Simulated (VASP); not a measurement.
# MgF2 (P4_2/mnm) in VASP: dielectric tensor with r2SCAN

Aim: the dielectric tensor of MgF2 with r2SCAN.

All numbers are computed with VASP 6.6.1; they aren't measurements. Logs are shortened: lines on timing, memory, paths and dates and some standing lists are left out, and cuts for length are marked.

**1. The cell of the first run**

The structure is tetragonal, space group P4_2/mnm (No. 136). Conventional cell: a = 4.437 Å, b = 4.437 Å, c = 2.924 Å, α = 90.00°, β = 90.00°, γ = 90.00°. Within 2.5 Å of Mg (site symmetry mmm) lie 6 F at 1.89 to 1.92 Å. Within 2.5 Å of F (site symmetry m2m) lie 3 Mg at 1.89 to 1.92 Å and 1 F at 2.50 Å.

**2. Dielectric tensor, r2SCAN (strain -4.0%)**

The input, INCAR:

```
SYSTEM = MgF2
ALGO = Normal
EDIFF = 1E-8
ENCUT = 580
GGA_COMPAT = .False.
ISIF = 2
ISMEAR = 0
LASPH = .True.
LCALCEPS = .True.
LCHARG = .False.
LMIXTAU = .True.
LREAL = .False.
LWAVE = .False.
METAGGA = R2SCAN
NELM = 120
PREC = Accurate
SIGMA = 0.01
```

The input, KPOINTS:

```
k-points
0
Gamma
  4 4 8
  0 0 0
```

The input, POSCAR:

```
MgF2
1.0
    4.4371353548      0.0000000000      0.0000000000
    0.0000000000      4.4371353548      0.0000000000
    0.0000000000      0.0000000000      2.9242672892
Mg F
2 4
Direct
    0.0000000000      0.0000000000      0.0000000000
    0.5000000000      0.5000000000      0.5000000000
    0.3010326328      0.3010326328      0.0000000000
    0.1989673672      0.8010326328      0.5000000000
    0.8010326328      0.1989673672      0.5000000000
    0.6989673672      0.6989673672      0.0000000000
```

Potentials or basis: VASP PAW PBE potentials, release 64 (Mg, F).

Launch:

```console
$ cat potpaw_PBE.64/Mg/POTCAR potpaw_PBE.64/F/POTCAR > POTCAR
$ mpirun -np 1 vasp_std > vasp.out
```

OUTCAR:

```text
SYSTEM = MgF2
   EDIFF = 1E-8
   ENCUT = 580
   ISIF = 2
   ISMEAR = 0
   LASPH = .True.
   LREAL = .False.
   METAGGA = R2SCAN
   NELM = 120
   PREC = Accurate

 ion  position               nearest neighbor table
   1  0.000  0.000  0.000-   3 1.89   6 1.89   5 1.92   4 1.92   4 1.92   5 1.92   2 3.46   2 3.46
                             2 3.46   2 3.46   2 3.46   2 3.46   2 3.46   2 3.46
   2  0.500  0.500  0.500-   4 1.89   5 1.89   3 1.92   6 1.92   3 1.92   6 1.92   1 3.46   1 3.46
                             1 3.46   1 3.46   1 3.46   1 3.46   1 3.46   1 3.46
   3  0.301  0.301  0.000-   1 1.89   2 1.92   2 1.92
   4  0.199  0.801  0.500-   2 1.89   1 1.92   1 1.92
   5  0.801  0.199  0.500-   2 1.89   1 1.92   1 1.92
   6  0.699  0.699  0.000-   1 1.89   2 1.92   2 1.92

  LATTYP: Found a simple tetragonal cell.
 ALAT       =     4.4371353548
 C/A-ratio  =     0.6590439676

  Lattice vectors:

 A1 = (   4.4371353548,   0.0000000000,   0.0000000000)
 A2 = (   0.0000000000,   4.4371353548,   0.0000000000)
 A3 = (   0.0000000000,   0.0000000000,   2.9242672892)

Analysis of symmetry for initial positions (statically):
=====================================================================
 Subroutine PRICEL returns:
 Original cell was already a primitive cell.

 Routine SETGRP: Setting up the symmetry group for a
 simple tetragonal supercell.

 Subroutine GETGRP returns: Found 16 space group operations
 (whereof  8 operations were pure point group operations)
 out of a pool of 16 trial point group operations.

The static configuration has the point symmetry D_2h.
 The point group associated with its full space group is D_4h.

Analysis of symmetry for dynamics (positions and initial velocities):
=====================================================================
 Subroutine PRICEL returns:
 Original cell was already a primitive cell.

 Routine SETGRP: Setting up the symmetry group for a
 simple tetragonal supercell.

 Subroutine GETGRP returns: Found 16 space group operations
 (whereof  8 operations were pure point group operations)
 out of a pool of 16 trial point group operations.

The dynamic configuration has the point symmetry D_2h.
 The point group associated with its full space group is D_4h.

 Subroutine INISYM returns: Found 16 space group operations
[... 168 lines left out ...]
 k-point     1 :       0.0000    0.0000    0.0000
  band No.  band energies     occupation
      1     -23.4192      2.00000
      2     -22.3912      2.00000
      3     -22.3912      2.00000
      4     -22.2543      2.00000
      5      -5.6027      2.00000
      6      -4.1263      2.00000
[... 541 lines left out ...]
     19   10000.0000      0.00000
     20   10000.0000      0.00000

 [... further k-points ...]

------------------------ aborting loop because EDIFF is reached ----------------------------------------

            Ionic dipole moment: p[ion]=(    -4.43714    -4.43714   -23.39414 ) |e| Angst

 Total electronic dipole moment: p[elc]=(     0.00000    -0.00000     0.00302 ) |e| Angst

 MACROSCOPIC STATIC DIELECTRIC TENSOR (including local field effects)
 ------------------------------------------------------
           1.922294     0.000000     0.000000
          -0.000000     1.922294     0.000000
           0.000000     0.000000     1.950002
 ------------------------------------------------------

 PIEZOELECTRIC TENSOR (including local field effects) (e Angst)
          XX          YY          ZZ          XY          YZ          ZX
  --------------------------------------------------------------------------------
  x     0.00000     0.00000     0.00000     0.00000     0.00000     0.00000
  y     0.00000     0.00000     0.00000     0.00000     0.00000     0.00000
  z     0.00000     0.00000     0.00000     0.00000     0.00000     0.00000

 PIEZOELECTRIC TENSOR (including local field effects) (C/m^2)
          XX          YY          ZZ          XY          YZ          ZX
  --------------------------------------------------------------------------------
  x     0.00000     0.00000     0.00000     0.00000     0.00000     0.00000
  y     0.00000     0.00000     0.00000     0.00000     0.00000     0.00000
  z     0.00000     0.00000     0.00000     0.00000     0.00000     0.00000

 BORN EFFECTIVE CHARGES (including local field effects) (in |e|, cummulative output)
 ---------------------------------------------------------------------------------
 ion    1
    1     1.93282     0.02169     0.00000
    2     0.02169     1.93282     0.00000
    3     0.00000     0.00000     2.01451
 ion    2
    1     1.93282    -0.02169     0.00000
    2    -0.02169     1.93282     0.00000
    3     0.00000     0.00000     2.01451
 ion    3
    1    -0.96641    -0.17657     0.00000
    2    -0.17657    -0.96641     0.00000
    3     0.00000     0.00000    -1.00725
 ion    4
    1    -0.96641     0.17657     0.00000
    2     0.17657    -0.96641     0.00000
    3     0.00000     0.00000    -1.00725
 ion    5
    1    -0.96641     0.17657     0.00000
    2     0.17657    -0.96641     0.00000
    3     0.00000     0.00000    -1.00725
 ion    6
    1    -0.96641    -0.17657     0.00000
    2    -0.17657    -0.96641     0.00000
    3     0.00000     0.00000    -1.00725

  FORCE on cell =-STRESS in cart. coord.  units (eV):
  Direction    XX          YY          ZZ          XY          YZ          ZX
  --------------------------------------------------------------------------------------
  -------------------------------------------------------------------------------------
  Total        5.4472000      5.4472000      5.8402682      0.0000000      0.0000000      0.0000000
  in kB      151.5868330    151.5868330    162.5252922      0.0000000      0.0000000      0.0000000
  external PRESSURE =     155.2329861 kB  Pullay stress =       0.0000000 kB

 VOLUME and BASIS-vectors are now :
 -----------------------------------------------------------------------------
  energy-cutoff  :      580.00
  volume of cell :       57.57
      direct lattice vectors                 reciprocal lattice vectors
     4.437135355  0.000000000  0.000000000     0.225370632  0.000000000  0.000000000
     0.000000000  4.437135355  0.000000000     0.000000000  0.225370632  0.000000000
     0.000000000  0.000000000  2.924267289     0.000000000  0.000000000  0.341966004

 POSITION                                       TOTAL-FORCE (eV/Angst)
 -----------------------------------------------------------------------------------
      0.00000      0.00000      0.00000         0.000000     -0.000000     -0.000000
      2.21857      2.21857      1.46213         0.000000     -0.000000     -0.000000
      1.33572      1.33572      0.00000         0.005863      0.005863      0.000000
      0.88285      3.55429      1.46213        -0.005863      0.005863     -0.000000
      3.55429      0.88285      1.46213         0.005863     -0.005863     -0.000000
      3.10141      3.10141      0.00000        -0.005863     -0.005863     -0.000000
 -----------------------------------------------------------------------------------
    total drift:                                0.000000     -0.000000      0.000000

  FREE ENERGIE OF THE ION-ELECTRON SYSTEM (eV)
  ---------------------------------------------------
  free  energy   TOTEN  =       -43.5271694207 eV

  energy  without entropy=      -43.5271694207  energy(sigma->0) =      -43.52716942
```

OSZICAR:

```text
N       E                     dE             d eps       ncg     rms          rms(c)
DAV:   1     0.192491993191E+03    0.19249E+03   -0.20600E+04  1272   0.172E+03
DAV:   2    -0.460655770141E+02   -0.23856E+03   -0.23189E+03  1560   0.372E+02
DAV:   3    -0.550052300926E+02   -0.89397E+01   -0.89198E+01  1400   0.722E+01
[... 13 lines left out ...]
DMP:   8    -0.435271693436E+02   -0.68329E-07   -0.92183E-07   600   0.241E-06  -0.209E-07
DMP:   9    -0.435271693870E+02   -0.43380E-07   -0.42221E-07   600   0.113E-06  -0.134E-07
DMP:  10    -0.435271694053E+02   -0.18286E-07   -0.22006E-07   600   0.624E-07  -0.142E-07
DMP:  11    -0.435271694153E+02   -0.99863E-08   -0.11914E-07   600   0.325E-07  -0.516E-08
DMP:  12    -0.435271694207E+02   -0.54547E-08   -0.61329E-08   600   0.166E-07  -0.253E-08
   1 F= -.43527169E+02 E0= -.43527169E+02  d E =-.467704E-27
```

It took 11 min on 1 thread of Intel Xeon 6975P-C (Granite Rapids), shared host; peak memory 0.42 GiB.

Results:

```
Band gap on the k mesh                  : 8.95 eV
Electronic dielectric tensor (diagonal) : 1.92, 1.92, 1.95
Born charges (mean of the diagonal)     : Mg +1.96; F -0.98 e
```

Electronic dielectric tensor:
```
1.92 0.00 0.00
0.00 1.92 0.00
0.00 0.00 1.95
```

Born effective charge tensors (e):
atom 1, Mg
```
1.93 0.02 0.00
0.02 1.93 0.00
0.00 0.00 2.01
```
atom 2, Mg
```
 1.93 -0.02  0.00
-0.02  1.93  0.00
 0.00  0.00  2.01
```
atom 3, F
```
-0.97 -0.18  0.00
-0.18 -0.97  0.00
 0.00  0.00 -1.01
```
atom 4, F
```
-0.97  0.18  0.00
 0.18 -0.97  0.00
 0.00  0.00 -1.01
```
atom 5, F
```
-0.97  0.18  0.00
 0.18 -0.97  0.00
 0.00  0.00 -1.01
```
atom 6, F
```
-0.97 -0.18  0.00
-0.18 -0.97  0.00
 0.00  0.00 -1.01
```

Dipole moments of the cell (e·Å, modulo the quantum): ionic -4.437, -4.437, -23.394; electronic 0.000, 0.000, 0.003

Caveat: the cell differs from its parent crystal (strain -4.0%); the structure was generated, so it needn't be the stable form of MgF2; the PAW data sets were made with another functional, which shifts forces and pressure a little. A k mesh can miss the band edges.
